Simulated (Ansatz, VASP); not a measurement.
Two plane-wave programs on Si8S

The input INCAR:

```
  PREC = Accurate
  ENCUT = 520
  EDIFF = 1E-6
  ISMEAR = 0
  SIGMA = 0.05
  LREAL = False
  LASPH = True
  NELM = 150
  ALGO = Normal
  ISIF = 2
  LWAVE = False
  LCHARG = True
  ISPIN = 2
  MAGMOM = 0 0 0 0 0 0 0 0 2
  LORBIT = 11
  LDIPOL = True
  IDIPOL = 3
  DIPOL = 0.5 0.5 0.313
  GGA = PE
  IVDW = 12
  LELF = True
  LVHAR = True
  LVACPOTAV = True
  NBANDS = 33
```

KPOINTS

```
regular mesh
0
Gamma
  7 4 1
```

POSCAR

```
Si8S
1.0
    3.8155170197      0.0000000000      0.0000000000
    0.0000000000      6.3129357895      0.0000000000
    0.0000000000      0.0000000000     21.2318711397
Si S
8 1
Direct
    0.0000000000      0.9369021388      0.1883960191
    0.0000000000      0.5630978612      0.1883960191
    0.5000000000      0.4369021388      0.2402729771
    0.5000000000      0.0630978612      0.2402729771
    0.5000000000      0.9332664454      0.3446595292
    0.5000000000      0.5667335546      0.3446595292
    0.0000000000      0.4266292815      0.3877129380
    0.0000000000      0.0733707185      0.3877129380
    0.0000000000      1.0932959481      0.4913307485
```

Input for Ansatz:

```yaml
crystal:
  lattice:
    - [3.8155170197, 0.0, 0.0]
    - [0.0, 6.3129357895, 0.0]
    - [0.0, 0.0, 21.2318711397]
  atoms:
    - { symbol: Si, position: [0.0, 0.9369021388, 0.1883960191] }
    - { symbol: Si, position: [0.0, 0.5630978612, 0.1883960191] }
    - { symbol: Si, position: [0.5, 0.4369021388, 0.2402729771] }
    - { symbol: Si, position: [0.5, 0.0630978612, 0.2402729771] }
    - { symbol: Si, position: [0.5, 0.9332664454, 0.3446595292] }
    - { symbol: Si, position: [0.5, 0.5667335546, 0.3446595292] }
    - { symbol: Si, position: [0.0, 0.4266292815, 0.387712938] }
    - { symbol: Si, position: [0.0, 0.0733707185, 0.387712938] }
    - { symbol: S, position: [0.0, 1.0932959481, 0.4913307485], spin: 2.0 }
basis:
  ecutwfc: 420
kpoints:
  mp_grid: { grid: [7, 4, 1] }
hamiltonian:
  xc: pbe
  pseudopotentials: { kind: paw, azcp: { folder: soft_1 } }
  dispersion: d3bj
scf:
  occupations: { method: gaussian, width: 0.05 }
output:
  forces: true
  eigenvalues: true
  populations: true
magnetization:
  spin_polarized: true
efield:
  axis: 3
  dipole_correction: true
  ramp_width: 0.04
```

Alike in both runs: task single point; functional PBE; dispersion D3(BJ); k mesh 7 × 4 × 1; occupations gaussian, width 0.05 eV; collinear spin.

```csv
,VASP,Ansatz
version,VASP 6.6.1,Ansatz 0.2.0
potentials or method,"VASP PAW PBE potentials, release 64 (Si, S), cutoff 520 eV","scalar-relativistic, plane waves, PAW"
valence electrons in the cell,38,38
```

```tsv
	VASP	Ansatz	Ansatz less VASP
gap on the k mesh at the Fermi level (eV)	none	none	-
rms of the force components (eV/Å)	0.599	0.594	-0.0052
net moment per atom (μB)	0.01	0.01	-0.001
work function, face that differs most (eV)	6.05	6.06	+0.007
```

Atom by atom the forces differ by 0.008 eV/Å (rms over components). A gap of «none» marks a metal or a gap that the smearing closes. Ansatz's warnings: seeded moment not kept, stability check not made.
